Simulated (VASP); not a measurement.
# Ru (P6/mmm) in VASP: a series of runs

Runs on Ru. Level: PBE. Tasks: single point, relaxation of cell and atoms.

All numbers are computed with VASP 6.6.1; they aren't measurements. Logs are shortened: lines on timing, memory, paths and dates and some standing lists are left out, and cuts for length are marked.

## Step 1: The cell of the first run

Symmetry: P6/mmm, No. 191, hexagonal system. Conventional cell: a = 2.319 Å, b = 2.319 Å, c = 2.160 Å, α = 90.00°, β = 90.00°, γ = 120.00°. Within 2.9 Å of Ru (site symmetry 6/mmm) lie 8 Ru at 2.16 to 2.32 Å.

This isn't the form of Ru at room conditions, which is hcp.

## Step 2: Single point, PBE

INCAR reads:

```
PREC = Accurate
ENCUT = 520
EDIFF = 1E-6
ISMEAR = -1
SIGMA = 0.05
LREAL = F
LASPH = T
NELM = 60
ALGO = Normal
ISIF = 2
LWAVE = F
LCHARG = F
GGA = PE
NBANDS = 13
```

KPOINTS reads:

```
Automatic mesh
0
Gamma
  19 19 18
```

POSCAR reads:

```
Ru
1.0
    2.3187325295      0.0000000000      0.0000000000
   -1.1593662647      2.0080812751      0.0000000000
    0.0000000000      0.0000000000      2.1598933502
Ru
1
Direct
    0.0000000000      0.0000000000      0.0000000000
```

Potentials or basis: VASP PAW PBE potentials, release 64 (Ru_pv).

Started as:

```bash
> cat potpaw_PBE.64/Ru_pv/POTCAR > POTCAR
> mpirun -np 1 vasp_std > vasp.out
```

OUTCAR:

```text
PREC = Accurate
   ENCUT = 520
   EDIFF = 1E-6
   ISMEAR = -1
   LREAL = F
   LASPH = T
   NELM = 60
   ISIF = 2
   GGA = PE

 ion  position               nearest neighbor table
   1  0.000  0.000  0.000-

  LATTYP: Found a hexagonal cell.
 ALAT       =     2.3187325295
 C/A-ratio  =     0.9314974119

  Lattice vectors:

 A1 = (   2.3187325295,   0.0000000000,   0.0000000000)
 A2 = (  -1.1593662647,   2.0080812751,   0.0000000000)
 A3 = (   0.0000000000,   0.0000000000,   2.1598933502)

Analysis of symmetry for initial positions (statically):
=====================================================================
 Subroutine PRICEL returns:
 Original cell was already a primitive cell.

 Routine SETGRP: Setting up the symmetry group for a
 hexagonal supercell.

 Subroutine GETGRP returns: Found 24 space group operations
 (whereof 24 operations were pure point group operations)
 out of a pool of 24 trial point group operations.

The static configuration has the point symmetry D_6h.

Analysis of symmetry for dynamics (positions and initial velocities):
=====================================================================
 Subroutine PRICEL returns:
 Original cell was already a primitive cell.

 Routine SETGRP: Setting up the symmetry group for a
 hexagonal supercell.

 Subroutine GETGRP returns: Found 24 space group operations
 (whereof 24 operations were pure point group operations)
 out of a pool of 24 trial point group operations.

The dynamic configuration has the point symmetry D_6h.

 Subroutine INISYM returns: Found 24 space group operations
 (whereof 24 operations are pure point group operations),
 and found     1 'primitive' translations

----------------------------------------------------------------------------------------

                                     Primitive cell

  volume of cell :      10.0569

  direct lattice vectors                    reciprocal lattice vectors
     2.318732530  0.000000000  0.000000000     0.431270096  0.248993906  0.000000000
    -1.159366265  2.008081275  0.000000000     0.000000000  0.497987812  0.000000000
     0.000000000  0.000000000  2.159893350     0.000000000  0.000000000  0.462985823

  length of vectors
     2.318732530  2.318732529  2.159893350     0.497987812  0.497987812  0.462985823

  position of ions in fractional coordinates (direct lattice)
     0.000000000  0.000000000  0.000000000

  ion indices of the primitive-cell ions
   primitive index   ion index
                 1           1

----------------------------------------------------------------------------------------

 KPOINTS: Automatic mesh

Automatic generation of k-mesh.
 Grid dimensions read from file:
 generate k-points for:   19   19   18

 Generating k-lattice:

  Cartesian coordinates                     Fractional coordinates (reciprocal lattice)
     0.022698426  0.013104942  0.000000000     0.052631579  0.000000000  0.000000000
     0.000000000  0.026209885  0.000000000     0.000000000  0.052631579  0.000000000
     0.000000000  0.000000000  0.025721435     0.000000000  0.000000000  0.055555556

  Length of vectors
     0.026209885  0.026209885  0.025721435

  Shift w.r.t. Gamma in fractional coordinates (k-lattice)
     0.000000000  0.000000000  0.000000000

 Subroutine IBZKPT returns following result:
 ===========================================

 Found    400 irreducible k-points:

 Following reciprocal coordinates:
            Coordinates               Weight
  0.000000  0.000000  0.000000      1.000000
  0.052632  0.000000  0.000000      6.000000
  0.105263  0.000000  0.000000      6.000000
  0.157895  0.000000  0.000000      6.000000
  0.210526  0.000000  0.000000      6.000000
  0.263158  0.000000  0.000000      6.000000
[... 16 lines left out ...]
  0.263158  0.105263  0.000000     12.000000
  0.315789  0.105263  0.000000     12.000000
 [... further k-points ...]
   k-points           NKPTS =    400   k-points in BZ     NKDIM =    400   number of bands    NBANDS=     13
   number of dos      NEDOS =    301   number of ions     NIONS =      1
   total plane-waves  NPLWV =   5184
   dimension x,y,z NGX =    18 NGY =   18 NGZ =   16
   dimension x,y,z NGXF=    36 NGYF=   36 NGZF=   32
   ions per type =               1
   NGX,Y,Z   is equivalent  to a cutoff of  12.91, 12.91, 12.32 a.u.
   NGXF,Y,Z  is equivalent  to a cutoff of  25.81, 25.81, 24.63 a.u.
 SYSTEM =  unknown system
   PREC   = accura    normal or accurate (medium, high low for compatibility)
   ISTART =      0    job   : 0-new  1-cont  2-samecut
   ICHARG =      2    charge: 1-file 2-atom 10-const
   ISPIN  =      1    spin polarized calculation?
   LNONCOLLINEAR =      F non collinear calculations
   LSORBIT =      F    spin-orbit coupling
   LASPH  =      T    aspherical Exc in radial PAW
   ENCUT  =  520.0 eV  38.22 Ry    6.18 a.u.   4.31  4.31  4.02*2*pi/ulx,y,z
   NELM   =     60;   NELMIN=  2; NELMDL= -5     # of ELM steps
   EDIFF  = 0.1E-05   stopping-criterion for ELM
   LREAL  =      F    real-space projection
   EDIFFG = 0.1E-04   stopping-criterion for IOM
   NSW    =      0    number of steps for IOM
   IBRION =     -1    ionic relax: 0-MD 1-quasi-New 2-CG
   NFREE  =      0    steps in history (QN), initial steepest desc. (CG)
   ISIF   =      2    stress and relaxation
   ISYM   =      2    0-nonsym 1-usesym 2-fastsym
   POTIM  = 0.5000    time-step for ionic-motion
   TEBEG  =    0.0;   TEEND  =   0.0 temperature during run
   PSTRESS=    0.0 pullay stress
   NELECT =      14.0000    total number of electrons
   NUPDOWN=      -1.0000    fix difference up-down
   EMIN   =  10.00;   EMAX   =-10.00  energy-range for DOS
   EFERMI =   0.00;   METHOD = LEGACY
   ISMEAR =    -1;   SIGMA  =   0.05  broadening in eV -4-tet -1-fermi 0-gaus
   EFERMI_NEDOS =   21; number of points for ismear=-14 and -15
   IALGO  =     38    algorithm
   IMIX   =      4    mixing-type and parameters
     AMIX     =   0.40;   BMIX     =  1.00
     AMIX_MAG =   1.60;   BMIX_MAG =  1.00
  volume/ion in A,a.u.               =      10.06        67.87
  Fermi-wavevector in a.u.,A,eV,Ry     =   1.827943  3.454312 45.462198  3.341377
  Thomas-Fermi vector in A             =   2.882938
   LORBIT       =      0    0 simple, 1 ext, 2 COOP (PROOUT), +10 PAW based schemes
   GGA     = PE    functional components
   LHFCALC =     F    Hartree Fock is set to
   AEXX    =    0.0000 exact exchange contribution
   IVDW    =     0    specifies the selected vdW correction
   LEPSILON=     F    determine dielectric tensor
   LRPA    =     F    only Hartree local field effects (RPA)
 non-spin polarized calculation
  energy-cutoff  :      520.00
  volume of cell :       10.06
 maximum number of plane-waves:       286
 NGX is ok and might be reduce to    18
   NGX =  9   NGY =  9   NGZ =  9

 number of electron      13.9999998 magnetization

 Free energy of the ion-electron system (eV)
  ---------------------------------------------------
  ext. energy  EPLUGINS =         0.00000000
  ---------------------------------------------------
  free energy    TOTEN  =        -5.66950838 eV

  energy without entropy =       -5.66398439  energy(sigma->0) =       -5.66674638

 E-fermi :  19.3594     XC(G=0): -15.9447

 val. band max:       19.3492854528   @ k =   0.3158   0.2632   0.2778
 cond. band min:      19.3827303353   @ k =   0.2632   0.0000   0.2778
 fundamental gap:      0.0334448824
 Fermi energy:        19.3593753089

 k-point     1 :       0.0000    0.0000    0.0000
  band No.  band energies     occupation
      1     -23.1695      2.00000
      2     -23.1695      2.00000
      3     -22.9707      2.00000
      4       9.6229      2.00000
      5      10.1620      2.00000
      6      15.0751      2.00000
      7      15.0751      2.00000
      8      22.7856      0.00000
      9      22.7856      0.00000
     10      29.9862      0.00000
     11      33.6663      0.00000
     12      39.7193      0.00000
     13      46.1057      0.00000

 k-point     2 :       0.0526    0.0000    0.0000
  band No.  band energies     occupation
      1     -23.2647      2.00000
      2     -23.1900      2.00000
      3     -22.9607      2.00000
      4       9.8107      2.00000
      5      10.2176      2.00000
      6      14.9144      2.00000
      7      15.2293      2.00000
      8      22.6010      0.00000
      9      22.7550      0.00000
     10      29.9862      0.00000
     11      34.0587      0.00000
     12      40.0424      0.00000
     13      45.2020      0.00000

 k-point     3 :       0.1053    0.0000    0.0000
  band No.  band energies     occupation
      1     -23.5365      2.00000
      2     -23.2491      2.00000
      3     -22.9319      2.00000
      4      10.2947      2.00000
      5      10.4152      2.00000
      6      14.5169      2.00000
      7      15.6856      2.00000
      8      22.0966      0.00000
      9      22.6672      0.00000
     10      29.9862      0.00000
     11      35.1504      0.00000
     12      40.9497      0.00000
     13      43.3647      0.00000
[... 305 lines left out ...]
 k-point    23 :       0.2632    0.1053    0.0000
  band No.  band energies     occupation
      1     -25.4404      2.00000
      2     -23.8602      2.00000
      3     -22.6934      2.00000
      4      11.2473      2.00000
      5      11.8684      2.00000
      6      15.6287      2.00000
      7      19.1331      1.97859
      8      21.1677      0.00000
      9      21.7352      0.00000
     10      29.9859      0.00000
     11      35.3770      0.00000
     12      37.9595      0.00000
     13      43.3066      0.00000

 k-point    24 :       0.3158    0.1053    0.0000
  band No.  band energies     occupation
      1     -25.7984      2.00000
      2     -23.9841      2.00000
      3     -22.6437      2.00000
      4      10.8062      2.00000
      5      12.2030      2.00000
      6      16.9835      2.00000
      7      18.6477      2.00000
      8      21.5497      0.00000
      9      22.6095      0.00000
     10      29.9858      0.00000
     11      34.1190      0.00000
     12      36.9508      0.00000
     13      42.0045      0.00000

 [... further k-points ...]

------------------------ aborting loop because EDIFF is reached ----------------------------------------

  FORCE on cell =-STRESS in cart. coord.  units (eV):
  Direction    XX          YY          ZZ          XY          YZ          ZX
  --------------------------------------------------------------------------------------
  -------------------------------------------------------------------------------------
  Total       15.8962188     15.8962188     16.0640047      0.0000000      0.0000000      0.0000000
  in kB     2532.4458425   2532.4458424   2559.1760047      0.0000001      0.0000000      0.0000000
  external PRESSURE =    2541.3558965 kB  Pullay stress =       0.0000000 kB

 VOLUME and BASIS-vectors are now :
 -----------------------------------------------------------------------------
  energy-cutoff  :      520.00
  volume of cell :       10.06
      direct lattice vectors                 reciprocal lattice vectors
     2.318732530  0.000000000  0.000000000     0.431270096  0.248993906  0.000000000
    -1.159366265  2.008081275  0.000000000     0.000000000  0.497987812  0.000000000
     0.000000000  0.000000000  2.159893350     0.000000000  0.000000000  0.462985823

 POSITION                                       TOTAL-FORCE (eV/Angst)
 -----------------------------------------------------------------------------------
      0.00000      0.00000      0.00000         0.000000      0.000000      0.000000
 -----------------------------------------------------------------------------------
    total drift:                               -0.000000      0.000000      0.000000

  FREE ENERGIE OF THE ION-ELECTRON SYSTEM (eV)
  ---------------------------------------------------
  free  energy   TOTEN  =        -5.6695083834 eV

  energy  without entropy=       -5.6639843864  energy(sigma->0) =       -5.66674638
```

It took 62 s on 1 thread of Intel Xeon 8259CL, shared host; peak memory 0.16 GiB.

Results:

```
Free energy            : -5.6695 eV
Pressure               : 254.1 GPa
Band gap on the k mesh : zero (bands 7 and 8 overlap by 6.22 eV)
```

Stress tensor (GPa, compression positive):
```
253.24   0.00   0.00
  0.00 253.24   0.00
  0.00   0.00 255.92
```

Caveat: the cell stands under pressure.

(Continued in part 2 of 2.)

The gap in the log of VASP goes by the Fermi energy; the results here count the filled bands.